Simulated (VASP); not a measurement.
# TiN (Fm-3m) in VASP: a series of runs

TiN is run at these levels: PBE; tasks: single point.

All numbers are computed with VASP 6.6.1; they aren't measurements. Logs are shortened: lines on timing, memory, paths and dates and some standing lists are left out, and cuts for length are marked.

### Step 1. The cell of the first run

Symmetry: Fm-3m, No. 225, cubic system. Conventional cell: a = 4.247 Å, b = 4.247 Å, c = 4.247 Å, α = 90.00°, β = 90.00°, γ = 90.00°. Within 2.8 Å of Ti (site symmetry m-3m) lie 6 N at 2.12 Å. N (site symmetry m-3m) has 6 Ti at 2.12 Å within 2.8 Å.

### Step 2. Single point, PBE

File INCAR:

```
SYSTEM = TiN
PREC = Accurate
ENCUT = 520
EDIFF = 1E-6
ISMEAR = 0
SIGMA = 0.1
LREAL = .False.
LASPH = .True.
NELM = 60
ALGO = Normal
ISIF = 2
LWAVE = .False.
LCHARG = .True.
GGA = PE
LELF = .True.
LVHAR = .True.
NBANDS = 16
```

File KPOINTS:

```
Automatic mesh
0
Gamma
  18 18 18
  0 0 0
```

File POSCAR:

```
TiN
1.0
    0.0000000000      2.1234249642      2.1234249642
    2.1234249642      0.0000000000      2.1234249642
    2.1234249642      2.1234249642      0.0000000000
Ti N
1 1
Direct
    0.0000000000      0.0000000000      0.0000000000
    0.5000000000      0.5000000000      0.5000000000
```

Potentials or basis: VASP PAW PBE potentials, release 64 (Ti_sv, N).

On the command line:

```
$ cat potpaw_PBE.64/Ti_sv/POTCAR potpaw_PBE.64/N/POTCAR > POTCAR
$ mpirun -np 1 vasp_std > vasp.out
```

OUTCAR:

```text
SYSTEM = TiN
   PREC = Accurate
   ENCUT = 520
   EDIFF = 1E-6
   ISMEAR = 0
   LREAL = .False.
   LASPH = .True.
   NELM = 60
   ISIF = 2
   GGA = PE

 ion  position               nearest neighbor table
   1  0.000  0.000  0.000-   2 2.12   2 2.12   2 2.12   2 2.12   2 2.12   2 2.12
   2  0.500  0.500  0.500-   1 2.12   1 2.12   1 2.12   1 2.12   1 2.12   1 2.12

  LATTYP: Found a face centered cubic cell.
 ALAT       =     4.2468499284

  Lattice vectors:

 A1 = (   0.0000000000,   2.1234249642,   2.1234249642)
 A2 = (   2.1234249642,   0.0000000000,   2.1234249642)
 A3 = (   2.1234249642,   2.1234249642,   0.0000000000)

Analysis of symmetry for initial positions (statically):
=====================================================================
 Subroutine PRICEL returns:
 Original cell was already a primitive cell.

 Routine SETGRP: Setting up the symmetry group for a
 face centered cubic supercell.

 Subroutine GETGRP returns: Found 48 space group operations
 (whereof 48 operations were pure point group operations)
 out of a pool of 48 trial point group operations.

The static configuration has the point symmetry O_h .

Analysis of symmetry for dynamics (positions and initial velocities):
=====================================================================
 Subroutine PRICEL returns:
 Original cell was already a primitive cell.

 Routine SETGRP: Setting up the symmetry group for a
 face centered cubic supercell.

 Subroutine GETGRP returns: Found 48 space group operations
 (whereof 48 operations were pure point group operations)
 out of a pool of 48 trial point group operations.

The dynamic configuration has the point symmetry O_h .

 Subroutine INISYM returns: Found 48 space group operations
 (whereof 48 operations are pure point group operations),
 and found     1 'primitive' translations

----------------------------------------------------------------------------------------

                                     Primitive cell

  volume of cell :      19.1488

  direct lattice vectors                    reciprocal lattice vectors
     0.000000000  2.123424964  2.123424964    -0.235468645  0.235468645  0.235468645
     2.123424964  0.000000000  2.123424964     0.235468645 -0.235468645  0.235468645
     2.123424964  2.123424964  0.000000000     0.235468645  0.235468645 -0.235468645

  length of vectors
[... 74 lines left out ...]
   ISTART =      0    job   : 0-new  1-cont  2-samecut
   ICHARG =      2    charge: 1-file 2-atom 10-const
   ISPIN  =      1    spin polarized calculation?
   LNONCOLLINEAR =      F non collinear calculations
   LSORBIT =      F    spin-orbit coupling
   LASPH  =      T    aspherical Exc in radial PAW
   ENCUT  =  520.0 eV  38.22 Ry    6.18 a.u.   5.58  5.58  5.58*2*pi/ulx,y,z
   NELM   =     60;   NELMIN=  2; NELMDL= -5     # of ELM steps
   EDIFF  = 0.1E-05   stopping-criterion for ELM
   LREAL  =      F    real-space projection
   EDIFFG = 0.1E-04   stopping-criterion for IOM
   NSW    =      0    number of steps for IOM
   IBRION =     -1    ionic relax: 0-MD 1-quasi-New 2-CG
   NFREE  =      0    steps in history (QN), initial steepest desc. (CG)
   ISIF   =      2    stress and relaxation
   ISYM   =      2    0-nonsym 1-usesym 2-fastsym
   POTIM  = 0.5000    time-step for ionic-motion
   TEBEG  =    0.0;   TEEND  =   0.0 temperature during run
   PSTRESS=    0.0 pullay stress
   NELECT =      17.0000    total number of electrons
   NUPDOWN=      -1.0000    fix difference up-down
   EMIN   =  10.00;   EMAX   =-10.00  energy-range for DOS
   EFERMI =   0.00;   METHOD = LEGACY
   ISMEAR =     0;   SIGMA  =   0.10  broadening in eV -4-tet -1-fermi 0-gaus
   EFERMI_NEDOS =   21; number of points for ismear=-14 and -15
   IALGO  =     38    algorithm
   IMIX   =      4    mixing-type and parameters
     AMIX     =   0.40;   BMIX     =  1.00
     AMIX_MAG =   1.60;   BMIX_MAG =  1.00
  volume/ion in A,a.u.               =       9.57        64.61
  Fermi-wavevector in a.u.,A,eV,Ry     =   1.573418  2.973330 33.683201  2.475645
  Thomas-Fermi vector in A             =   2.674706
   LORBIT       =      0    0 simple, 1 ext, 2 COOP (PROOUT), +10 PAW based schemes
   GGA     = PE    functional components
   LHFCALC =     F    Hartree Fock is set to
   AEXX    =    0.0000 exact exchange contribution
   IVDW    =     0    specifies the selected vdW correction
   LEPSILON=     F    determine dielectric tensor
   LRPA    =     F    only Hartree local field effects (RPA)
 non-spin polarized calculation
 Gauss-broadening in eV      SIGMA  =   0.10
  energy-cutoff  :      520.00
  volume of cell :       19.15
 maximum number of plane-waves:       534
   NGX = 11   NGY = 11   NGZ = 11

 number of electron      17.0000002 magnetization

 Free energy of the ion-electron system (eV)
  ---------------------------------------------------
  ext. energy  EPLUGINS =         0.00000000
  ---------------------------------------------------
  free energy    TOTEN  =       -19.63850310 eV

  energy without entropy =      -19.63422589  energy(sigma->0) =      -19.63636449

 E-fermi :  11.4009     XC(G=0): -12.9999

 val. band max:       11.3702763052   @ k =  -0.1667   0.1111   0.0000
 cond. band min:      11.4054974562   @ k =   0.1111   0.0556   0.0000
 fundamental gap:      0.0352211509
 Fermi energy:        11.4009489202

 k-point     1 :       0.0000    0.0000    0.0000
  band No.  band energies     occupation
      1     -46.4763      2.00000
      2     -22.4584      2.00000
      3     -22.4584      2.00000
      4     -22.4584      2.00000
      5      -5.6806      2.00000
      6       9.3599      2.00000
[... 433 lines left out ...]
      3     -22.5058      2.00000
      4     -22.4766      2.00000
      5      -4.6486      2.00000
      6       5.9450      2.00000
[... 8 lines left out ...]
     15      24.3106      0.00000
     16      28.4175      0.00000

 [... further k-points ...]
[... 5 lines left out ...]
  --------------------------------------------------------------------------------------
  -------------------------------------------------------------------------------------
  Total        0.0526959      0.0526959      0.0526959      0.0000000      0.0000000      0.0000000
  in kB        4.4090683      4.4090683      4.4090683      0.0000000      0.0000000      0.0000000
  external PRESSURE =       4.4090683 kB  Pullay stress =       0.0000000 kB

 VOLUME and BASIS-vectors are now :
 -----------------------------------------------------------------------------
  energy-cutoff  :      520.00
  volume of cell :       19.15
      direct lattice vectors                 reciprocal lattice vectors
     0.000000000  2.123424964  2.123424964    -0.235468645  0.235468645  0.235468645
     2.123424964  0.000000000  2.123424964     0.235468645 -0.235468645  0.235468645
     2.123424964  2.123424964  0.000000000     0.235468645  0.235468645 -0.235468645

 POSITION                                       TOTAL-FORCE (eV/Angst)
 -----------------------------------------------------------------------------------
      0.00000      0.00000      0.00000         0.000000      0.000000      0.000000
      2.12342      2.12342      2.12342         0.000000      0.000000      0.000000
 -----------------------------------------------------------------------------------
    total drift:                                0.000000     -0.000000     -0.000000

  FREE ENERGIE OF THE ION-ELECTRON SYSTEM (eV)
  ---------------------------------------------------
  free  energy   TOTEN  =       -19.6385030982 eV

  energy  without entropy=      -19.6342258914  energy(sigma->0) =      -19.63636449
```

OSZICAR:

```text
N       E                     dE             d eps       ncg     rms          rms(c)
DAV:   1     0.134610834056E+03    0.13461E+03   -0.82059E+03  6256   0.125E+03
DAV:   2    -0.166648423633E+02   -0.15128E+03   -0.14160E+03  6808   0.349E+02
DAV:   3    -0.246361972869E+02   -0.79714E+01   -0.78830E+01  8192   0.827E+01
DAV:   4    -0.248116938026E+02   -0.17550E+00   -0.17534E+00  7360   0.118E+01
DAV:   5    -0.248156019504E+02   -0.39081E-02   -0.39081E-02  7552   0.157E+00    0.181E+01
DAV:   6    -0.200310744081E+02    0.47845E+01   -0.13034E+01  8184   0.534E+01    0.686E+00
DAV:   7    -0.196799950415E+02    0.35108E+00   -0.16927E+00  7416   0.162E+01    0.487E+00
DAV:   8    -0.199158320234E+02   -0.23584E+00   -0.11079E+00  8376   0.155E+01    0.611E+00
DAV:   9    -0.196494728284E+02    0.26636E+00   -0.36541E-01  7096   0.929E+00    0.159E+00
DAV:  10    -0.196416466734E+02    0.78262E-02   -0.33533E-02  7632   0.207E+00    0.432E-01
DAV:  11    -0.196385651421E+02    0.30815E-02   -0.47207E-03  9224   0.836E-01    0.172E-01
DAV:  12    -0.196385115434E+02    0.53599E-04   -0.39807E-04  7136   0.190E-01    0.449E-02
DAV:  13    -0.196385055417E+02    0.60017E-05   -0.59965E-05  8184   0.107E-01    0.179E-02
DAV:  14    -0.196385032400E+02    0.23017E-05   -0.64289E-06  6880   0.291E-02    0.876E-03
DAV:  15    -0.196385030982E+02    0.14181E-06   -0.11100E-06  5424   0.120E-02
   1 F= -.19638503E+02 E0= -.19636364E+02  d E =-.427721E-02
```

stdout:

```text
POSCAR found type information on POSCAR TiN
 POSCAR found :  2 types and       2 ions
 scaLAPACK will be used
 LDA part: xc-table for (Slater+PW92), standard interpolation
 POSCAR, INCAR and KPOINTS ok, starting setup
 FFT: planning ... GRIDC
 FFT: planning ... GRID_SOFT
 FFT: planning ... GRID
 WAVECAR not read
 entering main loop
```

It took 24 s on 1 thread of Intel Xeon 6975P-C (Granite Rapids), shared host; peak memory 0.18 GiB.

What came out:

| Item | Value |
| --- | --- |
| Free energy | -19.6385 eV |
| Pressure | 0.4 GPa |

### Step 3. Single point, PBE, collinear spin, ferromagnetic start

This run uses another cell than the first one, of 9.56 Å³/atom, 0.998 times its volume.

File INCAR:

```
PREC = Accurate ; ENCUT = 520
EDIFF = 1E-6 ; ISMEAR = 0
SIGMA = 0.1 ; LREAL = False
LASPH = True ; NELM = 150
ALGO = Normal ; ISIF = 2
LWAVE = False ; LCHARG = False
ISPIN = 2 ; MAGMOM = 1 0
LORBIT = 11 ; LMAXMIX = 4
GGA = PE ; NBANDS = 20
```

File KPOINTS:

```
regular mesh
0
Gamma
  8 8 8
```

File POSCAR:

```
TiN
1.0
    0.0000000000      2.1220000000      2.1220000000
    2.1220000000      0.0000000000      2.1220000000
    2.1220000000      2.1220000000      0.0000000000
Ti N
1 1
Direct
    0.0000000000      0.0000000000      0.0000000000
    0.5000000000      0.5000000000      0.5000000000
```

Potentials or basis: VASP PAW PBE potentials, release 64 (Ti_sv, N).

On the command line:

```
$ cat potpaw_PBE.64/Ti_sv/POTCAR potpaw_PBE.64/N/POTCAR > POTCAR
$ mpirun -np 1 vasp_std > vasp.out
```

Run time: 16 s. Hardware: 1 thread of Intel Xeon Platinum 8559C (Emerald Rapids), shared host; peak memory 0.16 GiB.

Results (log left out):

```yaml
Free_energy: -19.6276 eV
Pressure: 1.2 GPa
Net_moment: 0.00 μB per cell
Valence_electrons_inside_the_program's_atomic_spheres: Ti 10.38; N 3.75
```

Levels at points of the mesh, in eV from the Fermi level:
Spin up:
```
           k point  band 7  band 8  band 9  band 10  band 11  band 12
(0.00, 0.00, 0.00)   -2.07   -2.07   -0.62    -0.62    -0.62     0.56
(0.50, 0.00, 0.00)   -5.49   -5.49    1.67     1.67     2.33     5.70
(0.50, 0.50, 0.00)   -3.25   -3.25   -3.07     1.62     2.36     2.36
```
Spin down:
| k point | band 6 | band 7 | band 8 | band 9 | band 10 | band 11 | band 12 | band 13 |
| --- | --- | --- | --- | --- | --- | --- | --- | --- |
| (0.00, 0.00, 0.00) | -2.07 | -2.07 | -2.07 | -0.62 | -0.62 | -0.62 | 0.57 | 0.57 |
| (0.50, 0.00, 0.00) | -8.09 | -5.49 | -5.49 | 1.67 | 1.67 | 2.33 | 5.70 | 5.70 |
| (0.50, 0.50, 0.00) | -5.85 | -3.25 | -3.25 | -3.07 | 1.62 | 2.36 | 2.36 | 3.58 |

### Step 4. Single point, PBE

File INCAR:

```
PREC = Accurate
ENCUT = 520
EDIFF = 1E-6
ISMEAR = 0
SIGMA = 0.1
LREAL = False
LASPH = True
NELM = 100
ALGO = Normal
ISIF = 2
LWAVE = False
LCHARG = True
GGA = PE
LELF = True
LVHAR = True
NBANDS = 16
ISYM = 0
```

File KPOINTS:

```
Automatic mesh
0
Gamma
  12 12 14
```

File POSCAR:

```
TiN
1.0
    3.0029763833      0.0000000000      0.0000000000
   -1.5014881916      2.6006538349      0.0000000000
   -1.5014881916      0.8668846116      2.4519199496
Ti N
1 1
Direct
    0.0000000000      0.0000000000      0.0000000000
    0.5000000000      0.5000000000      0.5000000000
```

On the command line:

```
$ cat potpaw_PBE.64/Ti_sv/POTCAR potpaw_PBE.64/N/POTCAR > POTCAR
$ mpirun -np 1 vasp_std > vasp.out
```

It took 1.8 min on 1 thread of Intel Xeon 6975P-C (Granite Rapids), shared host; peak memory 0.4 GiB.

The run converged, but its numbers aren't listed here, since they failed a check.
